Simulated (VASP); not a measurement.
# BaS (rocksalt type) (Fm-3m) in VASP: a series of runs

Aim: see how the results for BaS (rocksalt type) move with the level of theory and the settings. Levels: PBE, LDA. Tasks: single point, relaxation of cell and atoms.

Program: VASP 6.6.1. These are calculated values, not measurements. Logs are shortened: lines on timing, memory, paths and dates and some standing lists are left out, and cuts for length are marked.

**1. The cell of the first run**

The structure is cubic, space group Fm-3m (No. 225). The conventional cell has a = 6.426 Å, b = 6.426 Å, c = 6.426 Å, α = 90.00°, β = 90.00°, γ = 90.00°. Within 4.2 Å of Ba (site symmetry m-3m) lie 6 S at 3.21 Å. S (site symmetry m-3m) has 6 Ba at 3.21 Å within 4.2 Å.

**2. Single point, PBE**

INCAR reads:

```
PREC = Accurate ; ENCUT = 520
EDIFF = 1E-7 ; ISMEAR = -1
SIGMA = 0.05 ; LREAL = False
LASPH = True ; NELM = 60
ALGO = Normal ; ISIF = 2
LWAVE = False ; LCHARG = False
GGA = PE ; NBANDS = 15
```

KPOINTS reads:

```
regular mesh
0
Gamma
  12 12 12
```

POSCAR reads:

```
BaS
1.0
    0.0000000000      3.2130451005      3.2130451005
    3.2130451005      0.0000000000      3.2130451005
    3.2130451005      3.2130451005      0.0000000000
Ba S
1 1
Direct
    0.0000000000      0.0000000000      0.0000000000
    0.5000000000      0.5000000000      0.5000000000
```

Potentials or basis: VASP PAW PBE potentials, release 64 (Ba_sv, S).

Run with:

```bash
> cat potpaw_PBE.64/Ba_sv/POTCAR potpaw_PBE.64/S/POTCAR > POTCAR
> mpirun -np 1 vasp_std > vasp.out
```

OUTCAR:

```text
PREC = Accurate
   ENCUT = 520
   EDIFF = 1E-7
   ISMEAR = -1
   LREAL = False
   LASPH = True
   NELM = 60
   ISIF = 2
   GGA = PE

 ion  position               nearest neighbor table
   1  0.000  0.000  0.000-   2 3.21   2 3.21   2 3.21   2 3.21   2 3.21   2 3.21
   2  0.500  0.500  0.500-   1 3.21   1 3.21   1 3.21   1 3.21   1 3.21   1 3.21

  LATTYP: Found a face centered cubic cell.
 ALAT       =     6.4260902010

  Lattice vectors:

 A1 = (   0.0000000000,   3.2130451005,   3.2130451005)
 A2 = (   3.2130451005,   0.0000000000,   3.2130451005)
 A3 = (   3.2130451005,   3.2130451005,   0.0000000000)

Analysis of symmetry for initial positions (statically):
=====================================================================
 Subroutine PRICEL returns:
 Original cell was already a primitive cell.

 Routine SETGRP: Setting up the symmetry group for a
 face centered cubic supercell.

 Subroutine GETGRP returns: Found 48 space group operations
 (whereof 48 operations were pure point group operations)
 out of a pool of 48 trial point group operations.

The static configuration has the point symmetry O_h .

Analysis of symmetry for dynamics (positions and initial velocities):
=====================================================================
 Subroutine PRICEL returns:
 Original cell was already a primitive cell.

 Routine SETGRP: Setting up the symmetry group for a
 face centered cubic supercell.

 Subroutine GETGRP returns: Found 48 space group operations
 (whereof 48 operations were pure point group operations)
 out of a pool of 48 trial point group operations.

The dynamic configuration has the point symmetry O_h .

 Subroutine INISYM returns: Found 48 space group operations
 (whereof 48 operations are pure point group operations),
 and found     1 'primitive' translations

----------------------------------------------------------------------------------------

                                     Primitive cell

  volume of cell :      66.3408

  direct lattice vectors                    reciprocal lattice vectors
     0.000000000  3.213045101  3.213045101    -0.155615618  0.155615618  0.155615618
     3.213045101  0.000000000  3.213045101     0.155615618 -0.155615618  0.155615618
     3.213045101  3.213045101  0.000000000     0.155615618  0.155615618 -0.155615618

  length of vectors
     4.543931958  4.543931958  4.543931958     0.269534157  0.269534157  0.269534157

  position of ions in fractional coordinates (direct lattice)
     0.000000000  0.000000000  0.000000000
     0.500000000  0.500000000  0.500000000

  ion indices of the primitive-cell ions
   primitive index   ion index
                 1           1
                 2           2

----------------------------------------------------------------------------------------

 KPOINTS: regular mesh

Automatic generation of k-mesh.
 Grid dimensions read from file:
 generate k-points for:   12   12   12

 Generating k-lattice:

  Cartesian coordinates                     Fractional coordinates (reciprocal lattice)
    -0.012967968  0.012967968  0.012967968     0.083333333  0.000000000  0.000000000
     0.012967968 -0.012967968  0.012967968     0.000000000  0.083333333  0.000000000
     0.012967968  0.012967968 -0.012967968     0.000000000  0.000000000  0.083333333

  Length of vectors
     0.022461180  0.022461180  0.022461180

  Shift w.r.t. Gamma in fractional coordinates (k-lattice)
     0.000000000  0.000000000  0.000000000

 Subroutine IBZKPT returns following result:
 ===========================================

 Found     72 irreducible k-points:

 Following reciprocal coordinates:
            Coordinates               Weight
  0.000000  0.000000  0.000000      1.000000
  0.083333  0.000000  0.000000      8.000000
  0.166667  0.000000  0.000000      8.000000
  0.250000  0.000000  0.000000      8.000000
  0.333333  0.000000  0.000000      8.000000
  0.416667  0.000000  0.000000      8.000000
[... 16 lines left out ...]
  0.500000  0.166667  0.000000     24.000000
 -0.416667  0.166667  0.000000     24.000000
 [... further k-points ...]
   k-points           NKPTS =     72   k-points in BZ     NKDIM =     72   number of bands    NBANDS=     15
   number of dos      NEDOS =    301   number of ions     NIONS =      2
   total plane-waves  NPLWV =  46656
   dimension x,y,z NGX =    36 NGY =   36 NGZ =   36
   dimension x,y,z NGXF=    72 NGYF=   72 NGZF=   72
   ions per type =               1   1
   NGX,Y,Z   is equivalent  to a cutoff of  13.17, 13.17, 13.17 a.u.
   NGXF,Y,Z  is equivalent  to a cutoff of  26.34, 26.34, 26.34 a.u.
 SYSTEM =  unknown system
   PREC   = accura    normal or accurate (medium, high low for compatibility)
   ISTART =      0    job   : 0-new  1-cont  2-samecut
   ICHARG =      2    charge: 1-file 2-atom 10-const
   ISPIN  =      1    spin polarized calculation?
   LNONCOLLINEAR =      F non collinear calculations
   LSORBIT =      F    spin-orbit coupling
   LASPH  =      T    aspherical Exc in radial PAW
   ENCUT  =  520.0 eV  38.22 Ry    6.18 a.u.   8.45  8.45  8.45*2*pi/ulx,y,z
   NELM   =     60;   NELMIN=  2; NELMDL= -5     # of ELM steps
   EDIFF  = 0.1E-06   stopping-criterion for ELM
   LREAL  =      F    real-space projection
   EDIFFG = 0.1E-05   stopping-criterion for IOM
   NSW    =      0    number of steps for IOM
   IBRION =     -1    ionic relax: 0-MD 1-quasi-New 2-CG
   NFREE  =      0    steps in history (QN), initial steepest desc. (CG)
   ISIF   =      2    stress and relaxation
   ISYM   =      2    0-nonsym 1-usesym 2-fastsym
   POTIM  = 0.5000    time-step for ionic-motion
   TEBEG  =    0.0;   TEEND  =   0.0 temperature during run
   PSTRESS=    0.0 pullay stress
   NELECT =      16.0000    total number of electrons
   NUPDOWN=      -1.0000    fix difference up-down
   EMIN   =  10.00;   EMAX   =-10.00  energy-range for DOS
   EFERMI =   0.00;   METHOD = LEGACY
   ISMEAR =    -1;   SIGMA  =   0.05  broadening in eV -4-tet -1-fermi 0-gaus
   EFERMI_NEDOS =   21; number of points for ismear=-14 and -15
   IALGO  =     38    algorithm
   IMIX   =      4    mixing-type and parameters
     AMIX     =   0.40;   BMIX     =  1.00
     AMIX_MAG =   1.60;   BMIX_MAG =  1.00
  volume/ion in A,a.u.               =      33.17       223.84
  Fermi-wavevector in a.u.,A,eV,Ry     =   1.019032  1.925692 14.128658  1.038427
  Thomas-Fermi vector in A             =   2.152523
   LORBIT       =      0    0 simple, 1 ext, 2 COOP (PROOUT), +10 PAW based schemes
   GGA     = PE    functional components
   LHFCALC =     F    Hartree Fock is set to
   AEXX    =    0.0000 exact exchange contribution
   IVDW    =     0    specifies the selected vdW correction
   LEPSILON=     F    determine dielectric tensor
   LRPA    =     F    only Hartree local field effects (RPA)
 non-spin polarized calculation
  energy-cutoff  :      520.00
  volume of cell :       66.34
 maximum number of plane-waves:      1820
 NGX is ok and might be reduce to    36
   NGX = 17   NGY = 17   NGZ = 17

 number of electron      16.0000002 magnetization

 Free energy of the ion-electron system (eV)
  ---------------------------------------------------
  ext. energy  EPLUGINS =         0.00000000
  ---------------------------------------------------
  free energy    TOTEN  =       -10.19239622 eV

  energy without entropy =      -10.19239622  energy(sigma->0) =      -10.19239622

 E-fermi :   2.3545     XC(G=0):  -8.5510

 val. band max:        1.3609222010   @ k =   0.0000   0.0000   0.0000
 cond. band min:       3.4978271417   @ k =   0.5000   0.5000   0.0000
 fundamental gap:      2.1369049406
 Fermi energy:         2.3545370859

 k-point     1 :       0.0000    0.0000    0.0000
  band No.  band energies     occupation
      1     -24.7713      2.00000
      2      -9.8288      2.00000
      3      -9.8288      2.00000
      4      -9.8288      2.00000
      5      -8.9719      2.00000
      6       1.3609      2.00000
      7       1.3609      2.00000
      8       1.3609      2.00000
      9       4.8729      0.00000
     10       5.2266      0.00000
     11       5.2266      0.00000
     12       5.2266      0.00000
     13       6.1336      0.00000
     14       6.1336      0.00000
     15      10.0642      0.00000

 k-point     2 :       0.0833    0.0000    0.0000
  band No.  band energies     occupation
      1     -24.7685      2.00000
      2      -9.9688      2.00000
      3      -9.8313      2.00000
      4      -9.8313      2.00000
      5      -8.8257      2.00000
      6       1.1652      2.00000
      7       1.2648      2.00000
      8       1.2648      2.00000
      9       5.1080      0.00000
     10       5.2687      0.00000
     11       5.3296      0.00000
     12       5.3296      0.00000
     13       6.3354      0.00000
     14       6.3354      0.00000
     15      10.3445      0.00000

 k-point     3 :       0.1667    0.0000    0.0000
  band No.  band energies     occupation
      1     -24.7611      2.00000
      2     -10.2370      2.00000
      3      -9.8381      2.00000
      4      -9.8381      2.00000
      5      -8.5403      2.00000
      6       0.7211      2.00000
      7       1.0298      2.00000
      8       1.0298      2.00000
      9       5.2582      0.00000
     10       5.6265      0.00000
     11       5.6265      0.00000
     12       5.8417      0.00000
     13       6.8892      0.00000
     14       6.8892      0.00000
     15      11.0955      0.00000
[... 343 lines left out ...]
 k-point    23 :       0.5000    0.1667    0.0000
  band No.  band energies     occupation
      1     -24.7275      2.00000
      2     -10.7466      2.00000
      3      -9.9503      2.00000
      4      -9.9018      2.00000
      5      -8.0285      2.00000
      6      -0.1853      2.00000
      7       0.4585      2.00000
      8       0.5136      2.00000
      9       5.6067      0.00000
     10       7.0611      0.00000
     11       7.8150      0.00000
     12       8.1008      0.00000
     13       9.0390      0.00000
     14       9.8998      0.00000
     15      10.2072      0.00000

 k-point    24 :      -0.4167    0.1667    0.0000
  band No.  band energies     occupation
      1     -24.7268      2.00000
      2     -10.7654      2.00000
      3      -9.9718      2.00000
      4      -9.8863      2.00000
      5      -7.9891      2.00000
      6      -0.2614      2.00000
      7       0.3955      2.00000
      8       0.5362      2.00000
      9       6.2637      0.00000
     10       6.5435      0.00000
     11       7.4340      0.00000
     12       8.1527      0.00000
     13       9.5387      0.00000
     14       9.9359      0.00000
     15      10.5592      0.00000

 [... further k-points ...]

------------------------ aborting loop because EDIFF is reached ----------------------------------------

  FORCE on cell =-STRESS in cart. coord.  units (eV):
  Direction    XX          YY          ZZ          XY          YZ          ZX
  --------------------------------------------------------------------------------------
  -------------------------------------------------------------------------------------
  Total        0.2477697      0.2477697      0.2477697     -0.0000000      0.0000000     -0.0000000
  in kB        5.9838175      5.9838175      5.9838175     -0.0000000      0.0000000     -0.0000000
  external PRESSURE =       5.9838175 kB  Pullay stress =       0.0000000 kB

 VOLUME and BASIS-vectors are now :
 -----------------------------------------------------------------------------
  energy-cutoff  :      520.00
  volume of cell :       66.34
      direct lattice vectors                 reciprocal lattice vectors
     0.000000000  3.213045101  3.213045101    -0.155615618  0.155615618  0.155615618
     3.213045101  0.000000000  3.213045101     0.155615618 -0.155615618  0.155615618
     3.213045101  3.213045101  0.000000000     0.155615618  0.155615618 -0.155615618

 POSITION                                       TOTAL-FORCE (eV/Angst)
 -----------------------------------------------------------------------------------
      0.00000      0.00000      0.00000         0.000000     -0.000000      0.000000
      3.21305      3.21305      3.21305         0.000000      0.000000     -0.000000
 -----------------------------------------------------------------------------------
    total drift:                                0.000000      0.000000      0.000000

  FREE ENERGIE OF THE ION-ELECTRON SYSTEM (eV)
  ---------------------------------------------------
  free  energy   TOTEN  =       -10.1923962162 eV

  energy  without entropy=      -10.1923962161  energy(sigma->0) =      -10.19239622
```

Run time: 1.9 min. Hardware: 1 thread of Oxide Virtual Turin-like, shared host; peak memory 0.21 GiB.

Results:

| Quantity | Value |
| --- | --- |
| Free energy | -10.1924 eV |
| Pressure | 0.6 GPa |
| Band gap on the k mesh | 2.14 eV, indirect (least direct gap 2.28 eV) |

Caveat: spin-orbit coupling is left out, which moves the levels of the heavy elements. A k mesh can miss the band edges.

**3. Single point, LDA**

INCAR reads:

```
SYSTEM = BaS
PREC = Accurate
ENCUT = 520
EDIFF = 1E-7
ISMEAR = -1
SIGMA = 0.05
LREAL = .FALSE.
LASPH = .TRUE.
NELM = 80
ALGO = Normal
ISIF = 2
LWAVE = .FALSE.
LCHARG = .FALSE.
NBANDS = 15
```

KPOINTS reads:

```
regular mesh
0
G
  12 12 12
  0 0 0
```

POSCAR is that of step 2.

Potentials or basis: VASP PAW LDA potentials, release 64 (Ba_sv, S).

Run with:

```bash
> cat potpaw_LDA.64/Ba_sv/POTCAR potpaw_LDA.64/S/POTCAR > POTCAR
> mpirun -np 1 vasp_std > vasp.out
```

Run time: 1.7 min. Hardware: 1 thread of Oxide Virtual Turin-like, shared host; peak memory 0.18 GiB.

Results (log left out):

- Free energy: -11.1437 eV
- Pressure: -2.6 GPa
- Band gap on the k mesh: 1.93 eV, indirect (least direct gap 2.08 eV)

Levels at points of the mesh, in eV from the valence-band top:
```
           k point  band 6  band 7  band 8  band 9  band 10  band 11
(0.00, 0.00, 0.00)    0.00    0.00    0.00    3.23     3.70     3.70
(0.50, 0.00, 0.00)   -1.98   -1.08   -1.08    5.33     5.42     6.11
(0.50, 0.50, 0.00)   -0.56   -0.15   -0.15    1.93     5.73     5.81
```

Caveat: spin-orbit coupling is left out, which moves the levels of the heavy elements.

**4. Relaxation of cell and atoms, PBE**

This run uses another cell than the first one, of 25.37 Å³/atom, 0.765 times its volume.

INCAR reads:

```
PREC = Accurate
ENCUT = 600
EDIFF = 1E-7
ISMEAR = -1
SIGMA = 0.05
LREAL = False
LASPH = True
NELM = 100
ALGO = Normal
ISIF = 3
LWAVE = False
LCHARG = False
GGA = PE
IBRION = 2
NSW = 100
EDIFFG = -0.005
```

KPOINTS reads:

```
regular mesh
0
Gamma
  12 12 12
```

POSCAR reads:

```
BaS
1.0
    0.0000000000      2.9384922382      2.9384922382
    2.9384922382      0.0000000000      2.9384922382
    2.9384922382      2.9384922382      0.0000000000
Ba S
1 1
Direct
    0.0000000000      0.0000000000      0.0000000000
    0.5000000000      0.5000000000      0.5000000000
```

Potentials or basis: VASP PAW PBE potentials, release 64 (Ba_sv, S).

Run with:

```bash
> cat potpaw_PBE.64/Ba_sv/POTCAR potpaw_PBE.64/S/POTCAR > POTCAR
> mpirun -np 1 vasp_std > vasp.out
```

It took 7.5 min on 1 thread of Oxide Virtual Turin-like, shared host; peak memory 0.22 GiB.

The run converged. Its results:

* Free energy: -10.1927 eV
* Relaxed volume: 33.64 Å³/atom
* Relaxed cell: a = 4.565 Å, b = 4.565 Å, c = 4.565 Å, α = 60.00°, β = 60.00°, γ = 60.00°
* Space group after relaxing (to 0.05 Å): Fm-3m (No. 225)
* Energy gained by relaxing: 437.9 meV/atom
* Ionic steps: 6
* Pressure after relaxing: 0.0 GPa
* Band gap on the k mesh: 2.16 eV, indirect (least direct gap 2.31 eV)

The path:
| step | energy change (eV) | largest force (eV/Å) | pressure (GPa) | volume (Å³) |
| --- | --- | --- | --- | --- |
| 1 | 0.0000 | 0.0000 | 21.95 | 50.75 |
| 2 | -0.6248 | 0.0000 | -5.03 | 80.79 |
| 3 | -0.8757 | 0.0000 | 0.06 | 67.17 |
| 4 | -0.8756 | 0.0000 | -0.16 | 67.53 |
| 5 | -0.8757 | 0.0000 | 0.03 | 67.23 |
| 6 | -0.8757 | 0.0000 | 0.00 | 67.27 |

Final structure:
```
Ba S
1.0
     0.00000    3.22802    3.22802
     3.22802    0.00000    3.22802
     3.22802    3.22802    0.00000
Ba S
1 1
Direct
  0.00000 0.00000 0.00000
  0.50000 0.50000 0.50000
```

Levels at points of the mesh, in eV from the valence-band top:
```tsv
k point	band 4	band 5	band 6	band 7	band 8	band 9	band 10	band 11	band 12
(0.00, 0.00, 0.00)	-11.24	-10.31	0.00	0.00	0.00	3.45	3.86	3.86	3.86
(0.50, 0.00, 0.00)	-11.27	-9.21	-1.87	-1.03	-1.03	5.43	5.59	6.18	6.18
(0.50, 0.50, 0.00)	-11.41	-10.22	-0.56	-0.15	-0.15	2.16	5.83	5.85	7.32
```

Caveat: the volume moved by over 15 % at a fixed basis, so the end points are rough; spin-orbit coupling is left out, which moves the levels of the heavy elements.

**5. Single point, PBE, non-collinear spin, zero start, spin-orbit coupling**

INCAR reads:

```
SYSTEM = BaS
ALGO     = Normal         ! electronic algorithm
EDIFF    = 1E-6           ! SCF threshold, eV
ENCUT    = 520            ! plane-wave cutoff, eV
GGA      = PE             ! functional
GGA_COMPAT= .FALSE.      
ISIF     = 2              ! what is computed and relaxed
ISMEAR   = -1             ! smearing method
LASPH    = .TRUE.         ! aspherical terms in the spheres
LCHARG   = .FALSE.        ! write CHGCAR
LORBIT   = 11             ! projections on sites
LORBMOM  = .TRUE.       
LREAL    = .FALSE.        ! projectors in reciprocal space
LSORBIT  = .TRUE.         ! spin-orbit coupling
LWAVE    = .FALSE.        ! write WAVECAR
MAGMOM   = 0 0 0 0 0 0    ! initial moments
NBANDS   = 28             ! bands
NELM     = 150            ! most SCF steps
PREC     = Accurate       ! precision mode
SIGMA    = 0.05           ! smearing width, eV
```

KPOINTS reads:

```
k-points
0
G
  12 12 12
  0 0 0
```

POSCAR reads:

```
BaS
1.0
    0.0000000000      3.2130451005      3.2130451005
    3.2130451005      0.0000000000      3.2130451005
    3.2130451005      3.2130451005      0.0000000000
Ba S
1 1
Direct
    0.0000000000      0.0000000000      0.0000000000
    0.5000000000      0.5000000000      0.5000000000
```

Run with:

```bash
> cat potpaw_PBE.64/Ba_sv/POTCAR potpaw_PBE.64/S/POTCAR > POTCAR
> mpirun -np 1 vasp_ncl > vasp.out
```

Run time: 8.7 min. Hardware: 1 thread of Oxide Virtual Turin-like, shared host; peak memory 0.46 GiB.

The run converged. Its results:

| Item | Value |
| --- | --- |
| Free energy | -10.3876 eV |
| Pressure | 0.6 GPa |
| Net moment | 0.00 μB per cell |
| Valence electrons inside the program's atomic spheres | Ba 7.89; S 3.74 |

Moments on the atoms (μB; x, y, z):
```
Ba  0.00 0.00 0.00
S   0.00 0.00 0.00
```

**6. The runs side by side**

| task | level | potentials or basis | spin | cell | cutoff (eV) | gap on the mesh (eV) | pressure (GPa) |
| --- | --- | --- | --- | --- | --- | --- | --- |
| single point | PBE | VASP PAW PBE potentials, release 64 (Ba_sv, S) | off | a = 4.544 Å, angles 60.0°, 2 atoms | 520 | 2.14 | 0.6 |
| single point | LDA | VASP PAW LDA potentials, release 64 (Ba_sv, S) | off | a = 4.544 Å, angles 60.0°, 2 atoms | 520 | 1.93 | -2.6 |
| relaxation of cell and atoms | PBE | VASP PAW PBE potentials, release 64 (Ba_sv, S) | off | relaxed from a = 4.156 Å, angles 60.0°, 2 atoms | 600 | 2.16 | 0.0 |
| single point | PBE | VASP PAW PBE potentials, release 64 (Ba_sv, S) | non-collinear, zero start, SOC | a = 4.544 Å, angles 60.0°, 2 atoms | 520 | - | 0.6 |

Alike in all rows: k mesh 12 × 12 × 12; smearing fermi-dirac 0.05 eV.

Caveats: spin-orbit coupling is left out, which moves the levels of the heavy elements (some runs); the volume moved by over 15 % at a fixed basis, so the end points are rough (some runs).

Absolute energies hang on the potentials; compare differences alone.
